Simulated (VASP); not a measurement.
# Al (Fm-3m) in VASP: further runs

Runs on Al. Level: PBEsol. Tasks: single point, relaxation of cell and atoms.

Program: VASP 6.6.1. These are calculated values, not measurements. Logs are shortened: lines on timing, memory, paths and dates and some standing lists are left out, and cuts for length are marked.

## Step 1: The cell of the first run

Symmetry: Fm-3m, No. 225, cubic system. The conventional cell has a = 4.009 Å, b = 4.009 Å, c = 4.009 Å, α = 90.00°, β = 90.00°, γ = 90.00°. Within 3.7 Å of Al (site symmetry m-3m) lie 12 Al at 2.83 Å.

## Step 2: Single point, PBEsol

Contents of INCAR:

```
PREC = Accurate ; ENCUT = 500
EDIFF = 1E-6 ; ISMEAR = 1
SIGMA = 0.1 ; LREAL = False
LASPH = True ; NELM = 120
ALGO = Normal ; ISIF = 2
LWAVE = False ; LCHARG = True
GGA = PS ; LELF = True
LVHAR = True ; NBANDS = 8
GGA_COMPAT = False
```

Contents of KPOINTS:

```
regular mesh
0
Gamma
  10 10 10
```

Contents of POSCAR:

```
Al
1.0
    0.0000000000      2.0045302194      2.0045302194
    2.0045302194      0.0000000000      2.0045302194
    2.0045302194      2.0045302194      0.0000000000
Al
1
Direct
    0.0000000000      0.0000000000      0.0000000000
```

Potentials or basis: VASP PAW PBE potentials, release 64 (Al).

Run with:

```
> cat potpaw_PBE.64/Al/POTCAR > POTCAR
> mpirun -np 1 vasp_std > vasp.out
```

OUTCAR:

```text
PREC = Accurate
   ENCUT = 500
   EDIFF = 1E-6
   ISMEAR = 1
   LREAL = False
   LASPH = True
   NELM = 120
   ISIF = 2
   GGA = PS

 ion  position               nearest neighbor table
   1  0.000  0.000  0.000-

  LATTYP: Found a face centered cubic cell.
 ALAT       =     4.0090604388

  Lattice vectors:

 A1 = (   0.0000000000,   2.0045302194,   2.0045302194)
 A2 = (   2.0045302194,   0.0000000000,   2.0045302194)
 A3 = (   2.0045302194,   2.0045302194,   0.0000000000)

Analysis of symmetry for initial positions (statically):
=====================================================================
 Subroutine PRICEL returns:
 Original cell was already a primitive cell.

 Routine SETGRP: Setting up the symmetry group for a
 face centered cubic supercell.

 Subroutine GETGRP returns: Found 48 space group operations
 (whereof 48 operations were pure point group operations)
 out of a pool of 48 trial point group operations.

The static configuration has the point symmetry O_h .

Analysis of symmetry for dynamics (positions and initial velocities):
=====================================================================
 Subroutine PRICEL returns:
 Original cell was already a primitive cell.

 Routine SETGRP: Setting up the symmetry group for a
 face centered cubic supercell.

 Subroutine GETGRP returns: Found 48 space group operations
 (whereof 48 operations were pure point group operations)
 out of a pool of 48 trial point group operations.

The dynamic configuration has the point symmetry O_h .

 Subroutine INISYM returns: Found 48 space group operations
 (whereof 48 operations are pure point group operations),
 and found     1 'primitive' translations

----------------------------------------------------------------------------------------

                                     Primitive cell

  volume of cell :      16.1090

  direct lattice vectors                    reciprocal lattice vectors
     0.000000000  2.004530219  2.004530219    -0.249435002  0.249435002  0.249435002
     2.004530219  0.000000000  2.004530219     0.249435002 -0.249435002  0.249435002
     2.004530219  2.004530219  0.000000000     0.249435002  0.249435002 -0.249435002

  length of vectors
     2.834833822  2.834833822  2.834833822     0.432034097  0.432034097  0.432034097

  position of ions in fractional coordinates (direct lattice)
     0.000000000  0.000000000  0.000000000

  ion indices of the primitive-cell ions
   primitive index   ion index
                 1           1

----------------------------------------------------------------------------------------

 KPOINTS: regular mesh

Automatic generation of k-mesh.
 Grid dimensions read from file:
 generate k-points for:   10   10   10

 Generating k-lattice:

  Cartesian coordinates                     Fractional coordinates (reciprocal lattice)
    -0.024943500  0.024943500  0.024943500     0.100000000  0.000000000  0.000000000
     0.024943500 -0.024943500  0.024943500     0.000000000  0.100000000  0.000000000
     0.024943500  0.024943500 -0.024943500     0.000000000  0.000000000  0.100000000

  Length of vectors
     0.043203410  0.043203410  0.043203410

  Shift w.r.t. Gamma in fractional coordinates (k-lattice)
     0.000000000  0.000000000  0.000000000

 Subroutine IBZKPT returns following result:
 ===========================================

 Found     47 irreducible k-points:

 Following reciprocal coordinates:
            Coordinates               Weight
  0.000000  0.000000  0.000000      1.000000
  0.100000  0.000000  0.000000      8.000000
  0.200000  0.000000  0.000000      8.000000
  0.300000  0.000000  0.000000      8.000000
  0.400000  0.000000  0.000000      8.000000
  0.500000  0.000000  0.000000      4.000000
[... 16 lines left out ...]
  0.300000  0.300000  0.000000      6.000000
  0.400000  0.300000  0.000000     24.000000
 [... further k-points ...]
   k-points           NKPTS =     47   k-points in BZ     NKDIM =     47   number of bands    NBANDS=      8
   number of dos      NEDOS =    301   number of ions     NIONS =      1
   total plane-waves  NPLWV =  13824
   dimension x,y,z NGX =    24 NGY =   24 NGZ =   24
   dimension x,y,z NGXF=    48 NGYF=   48 NGZF=   48
   ions per type =               1
   NGX,Y,Z   is equivalent  to a cutoff of  14.07, 14.07, 14.07 a.u.
   NGXF,Y,Z  is equivalent  to a cutoff of  28.15, 28.15, 28.15 a.u.
 SYSTEM =  unknown system
   PREC   = accura    normal or accurate (medium, high low for compatibility)
   ISTART =      0    job   : 0-new  1-cont  2-samecut
   ICHARG =      2    charge: 1-file 2-atom 10-const
   ISPIN  =      1    spin polarized calculation?
   LNONCOLLINEAR =      F non collinear calculations
   LSORBIT =      F    spin-orbit coupling
   LASPH  =      T    aspherical Exc in radial PAW
   ENCUT  =  500.0 eV  36.75 Ry    6.06 a.u.   5.17  5.17  5.17*2*pi/ulx,y,z
   NELM   =    120;   NELMIN=  2; NELMDL= -5     # of ELM steps
   EDIFF  = 0.1E-05   stopping-criterion for ELM
   LREAL  =      F    real-space projection
   EDIFFG = 0.1E-04   stopping-criterion for IOM
   NSW    =      0    number of steps for IOM
   IBRION =     -1    ionic relax: 0-MD 1-quasi-New 2-CG
   NFREE  =      0    steps in history (QN), initial steepest desc. (CG)
   ISIF   =      2    stress and relaxation
   ISYM   =      2    0-nonsym 1-usesym 2-fastsym
   POTIM  = 0.5000    time-step for ionic-motion
   TEBEG  =    0.0;   TEEND  =   0.0 temperature during run
   PSTRESS=    0.0 pullay stress
   NELECT =       3.0000    total number of electrons
   NUPDOWN=      -1.0000    fix difference up-down
   EMIN   =  10.00;   EMAX   =-10.00  energy-range for DOS
   EFERMI =   0.00;   METHOD = LEGACY
   ISMEAR =     1;   SIGMA  =   0.10  broadening in eV -4-tet -1-fermi 0-gaus
   EFERMI_NEDOS =   21; number of points for ismear=-14 and -15
   IALGO  =     38    algorithm
   IMIX   =      4    mixing-type and parameters
     AMIX     =   0.40;   BMIX     =  1.00
     AMIX_MAG =   1.60;   BMIX_MAG =  1.00
  volume/ion in A,a.u.               =      16.11       108.71
  Fermi-wavevector in a.u.,A,eV,Ry     =   0.934887  1.766681 11.891689  0.874014
  Thomas-Fermi vector in A             =   2.061738
   LORBIT       =      0    0 simple, 1 ext, 2 COOP (PROOUT), +10 PAW based schemes
   GGA     = PS    functional components
   LHFCALC =     F    Hartree Fock is set to
   AEXX    =    0.0000 exact exchange contribution
   IVDW    =     0    specifies the selected vdW correction
   LEPSILON=     F    determine dielectric tensor
   LRPA    =     F    only Hartree local field effects (RPA)
 non-spin polarized calculation
 Methfessel and Paxton  Order N= 1 SIGMA  =   0.10
  energy-cutoff  :      500.00
  volume of cell :       16.11
 maximum number of plane-waves:       423
 NGX is ok and might be reduce to    24
   NGX = 11   NGY = 11   NGZ = 11

 number of electron       3.0000000 magnetization

 Free energy of the ion-electron system (eV)
  ---------------------------------------------------
  ext. energy  EPLUGINS =         0.00000000
  ---------------------------------------------------
  free energy    TOTEN  =        -4.07242414 eV

  energy without entropy =       -4.07168343  energy(sigma->0) =       -4.07217723

 E-fermi :   8.3228     XC(G=0): -10.3455

 val. band max:        8.3123349020   @ k =  -0.4000   0.4000   0.0000
 cond. band min:       8.4197379462   @ k =  -0.3000   0.2000   0.0000
 fundamental gap:      0.1074030442
 Fermi energy:         8.3227521537

 k-point     1 :       0.0000    0.0000    0.0000
  band No.  band energies     occupation
      1      -3.0955      2.00000
      2      20.9281      0.00000
      3      20.9281      0.00000
      4      20.9281      0.00000
      5      22.6018      0.00000
      6      22.6018      0.00000
      7      22.6018      0.00000
      8      24.8597      0.00000

 k-point     2 :       0.1000    0.0000    0.0000
  band No.  band energies     occupation
      1      -2.8196      2.00000
      2      17.6432      0.00000
      3      20.2407      0.00000
      4      20.2407      0.00000
      5      23.2093      0.00000
      6      23.7076      0.00000
      7      23.7076      0.00000
      8      26.5228      0.00000

 k-point     3 :       0.2000    0.0000    0.0000
  band No.  band energies     occupation
      1      -1.9951      2.00000
      2      13.6004      0.00000
      3      19.4915      0.00000
      4      19.4915      0.00000
      5      22.9043      0.00000
      6      24.0737      0.00000
      7      24.0737      0.00000
      8      26.1509      0.00000

 k-point     4 :       0.3000    0.0000    0.0000
  band No.  band energies     occupation
      1      -0.6317      2.00000
      2       9.8595     -0.00000
      3      19.1424      0.00000
      4      19.1424      0.00000
      5      22.2816      0.00000
      6      22.2816      0.00000
      7      22.7229      0.00000
      8      26.3502      0.00000

 k-point     5 :       0.4000    0.0000    0.0000
  band No.  band energies     occupation
      1       1.2545      2.00000
      2       6.5309      2.00000
      3      19.2400      0.00000
      4      19.2400      0.00000
      5      20.8178      0.00000
      6      20.8178      0.00000
      7      22.9322      0.00000
      8      24.7994      0.00000

 k-point     6 :       0.5000    0.0000    0.0000
  band No.  band energies     occupation
      1       3.5115      2.00000
      2       3.7913      2.00000
      3      19.7469      0.00000
      4      19.7469      0.00000
      5      19.8503      0.00000
      6      19.8503      0.00000
      7      23.4805      0.00000
      8      23.7834      0.00000

 k-point     7 :       0.1000    0.1000    0.0000
  band No.  band energies     occupation
      1      -2.7277      2.00000
      2      18.8411      0.00000
      3      18.8411      0.00000
      4      19.0616      0.00000
      5      21.8022      0.00000
      6      24.3099      0.00000
      7      25.2225      0.00000
      8      25.2225      0.00000

 k-point     8 :       0.2000    0.1000    0.0000
  band No.  band energies     occupation
      1      -2.0864      2.00000
      2      15.0843      0.00000
      3      17.8589      0.00000
      4      19.2519      0.00000
      5      21.7702      0.00000
      6      22.5380      0.00000
      7      25.5899      0.00000
      8      26.5523      0.00000

 k-point     9 :       0.3000    0.1000    0.0000
  band No.  band energies     occupation
      1      -0.9034      2.00000
      2      11.2699      0.00000
      3      17.3314      0.00000
      4      18.9143      0.00000
      5      19.7070      0.00000
      6      24.6505      0.00000
      7      25.0948      0.00000
      8      25.5490      0.00000

 k-point    10 :       0.4000    0.1000    0.0000
  band No.  band energies     occupation
      1       0.8075      2.00000
      2       7.8141      2.00000
      3      17.2661      0.00000
      4      17.9489      0.00000
      5      18.9841      0.00000
      6      23.5547      0.00000
      7      25.3740      0.00000
      8      26.6366      0.00000
[... 78 lines left out ...]
 k-point    18 :       0.4000    0.2000    0.0000
  band No.  band energies     occupation
      1       0.8961      2.00000
      2       9.5713     -0.00000
      3      14.8325      0.00000
      4      15.7724      0.00000
      5      17.4547      0.00000
      6      23.4521      0.00000
      7      26.6969      0.00000
      8      29.3724      0.00000

 k-point    19 :       0.5000    0.2000    0.0000
  band No.  band energies     occupation
      1       2.9331      2.00000
      2       6.4354      2.00000
      3      13.4330      0.00000
      4      16.0137      0.00000
      5      17.7900      0.00000
      6      25.4578      0.00000
      7      26.3687      0.00000
      8      28.8458      0.00000

 k-point    20 :      -0.4000    0.2000    0.0000
  band No.  band energies     occupation
      1       3.7205      2.00000
      2       5.4814      2.00000
      3      12.5345      0.00000
      4      16.7243      0.00000
      5      18.5985      0.00000
      6      24.6182      0.00000
      7      27.2253      0.00000
      8      30.1717      0.00000

 k-point    21 :      -0.3000    0.2000    0.0000
  band No.  band energies     occupation
      1       1.5212      2.00000
      2       8.4197     -0.04342
      3      12.1863      0.00000
      4      17.9050      0.00000
      5      19.8847      0.00000
      6      24.1978      0.00000
      7      26.6855      0.00000
      8      27.4148      0.00000

 k-point    22 :      -0.2000    0.2000    0.0000
  band No.  band energies     occupation
      1      -0.1804      2.00000
      2      11.2952      0.00000
      3      12.8516      0.00000
      4      19.5497      0.00000
      5      21.5961      0.00000
      6      23.7754      0.00000
      7      24.8977      0.00000
      8      25.8985      0.00000

 k-point    23 :       0.3000    0.3000    0.0000
  band No.  band energies     occupation
      1       0.1788      2.00000
      2      14.1569      0.00000
      3      14.9056      0.00000
      4      15.1419      0.00000
      5      15.1419      0.00000
      6      18.7852      0.00000
      7      30.7716      0.00000
      8      32.0005      0.00000

 k-point    24 :       0.4000    0.3000    0.0000
  band No.  band energies     occupation
      1       1.5178      2.00000
      2      11.6622      0.00000
      3      12.1520      0.00000
      4      14.7552      0.00000
      5      16.0448      0.00000
      6      19.7458      0.00000
      7      30.0837      0.00000
      8      32.3996      0.00000

 [... further k-points ...]

------------------------ aborting loop because EDIFF is reached ----------------------------------------

  FORCE on cell =-STRESS in cart. coord.  units (eV):
  Direction    XX          YY          ZZ          XY          YZ          ZX
  --------------------------------------------------------------------------------------
  -------------------------------------------------------------------------------------
  Total       -0.0031110     -0.0031110     -0.0031110     -0.0000000      0.0000000     -0.0000000
  in kB       -0.3094115     -0.3094115     -0.3094115     -0.0000000      0.0000000     -0.0000000
  external PRESSURE =      -0.3094115 kB  Pullay stress =       0.0000000 kB

 VOLUME and BASIS-vectors are now :
 -----------------------------------------------------------------------------
  energy-cutoff  :      500.00
  volume of cell :       16.11
      direct lattice vectors                 reciprocal lattice vectors
     0.000000000  2.004530219  2.004530219    -0.249435002  0.249435002  0.249435002
     2.004530219  0.000000000  2.004530219     0.249435002 -0.249435002  0.249435002
     2.004530219  2.004530219  0.000000000     0.249435002  0.249435002 -0.249435002

 POSITION                                       TOTAL-FORCE (eV/Angst)
 -----------------------------------------------------------------------------------
      0.00000      0.00000      0.00000         0.000000     -0.000000     -0.000000
 -----------------------------------------------------------------------------------
    total drift:                               -0.000000      0.000000      0.000000

  FREE ENERGIE OF THE ION-ELECTRON SYSTEM (eV)
  ---------------------------------------------------
  free  energy   TOTEN  =        -4.0724241356 eV

  energy  without entropy=       -4.0716834297  energy(sigma->0) =       -4.07217723
```

Wall time 3.8 s (1 thread of Intel Xeon 6975P-C (Granite Rapids), shared host); peak memory 0.13 GiB.

Results:

| Item | Value |
| --- | --- |
| Free energy | -4.0724 eV |
| Pressure | 0.0 GPa |

Caveat: the PAW data sets were made with another functional, which shifts forces and pressure a little.

(Part 1 of 2 ends here.)
